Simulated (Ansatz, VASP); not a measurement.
## LiCl: VASP beside Ansatz

Contents of INCAR:

```
PREC = Accurate ; ENCUT = 520
EDIFF = 1E-6 ; ISMEAR = 0
SIGMA = 0.1 ; LREAL = F
LASPH = T ; NELM = 60
ALGO = Normal ; ISIF = 2
LWAVE = F ; LCHARG = F
GGA = PE ; NBANDS = 12
```

Contents of KPOINTS:

```
Automatic mesh
0
Gamma
  6 6 6
```

The input POSCAR:

```
LiCl
1.0
    0.0000000000      2.5421223400      2.5421223400
    2.5421223400      0.0000000000      2.5421223400
    2.5421223400      2.5421223400      0.0000000000
Li Cl
1 1
Direct
    0.0000000000      0.0000000000      0.0000000000
    0.5000000000      0.5000000000      0.5000000000
```

Input for Ansatz:

```yaml
crystal:
  lattice:
    - [0.0, 2.54212234, 2.54212234]
    - [2.54212234, 0.0, 2.54212234]
    - [2.54212234, 2.54212234, 0.0]
  atoms:
    - { symbol: Li, position: [0.0, 0.0, 0.0] }
    - { symbol: Cl, position: [0.5, 0.5, 0.5] }
basis:
  ecutwfc: 420
kpoints:
  mp_grid: { grid: [6, 6, 6] }
hamiltonian:
  xc: pbe
  pseudopotentials: { kind: paw, azcp: { folder: soft_1 } }
scf:
  occupations: { method: gaussian, width: 0.1 }
output:
  forces: true
  stress: true
  eigenvalues: true
```

Alike in both runs: task single point; functional PBE; k mesh 6 × 6 × 6; occupations gaussian, width 0.1 eV; no spin polarisation.

|  | VASP | Ansatz |
| --- | --- | --- |
| version | VASP 6.6.1 | Ansatz 0.2.0 |
| potentials or method | VASP PAW PBE potentials, release 64 (Li_sv, Cl), cutoff 520 eV | scalar-relativistic, plane waves, PAW |
| valence electrons in the cell | 10 | 10 |

|  | VASP | Ansatz | Ansatz less VASP |
| --- | --- | --- | --- |
| gap on the k mesh at the Fermi level (eV) | 6.50 | 6.49 | -0.009 |
| least direct gap on the mesh (eV) | 6.50 | 6.49 | -0.009 |

The functional is the same, so the differences come from potentials, cutoffs and numerics.

Noted on VASP's run: the cutoff is short for stress, so the pressure is rough.
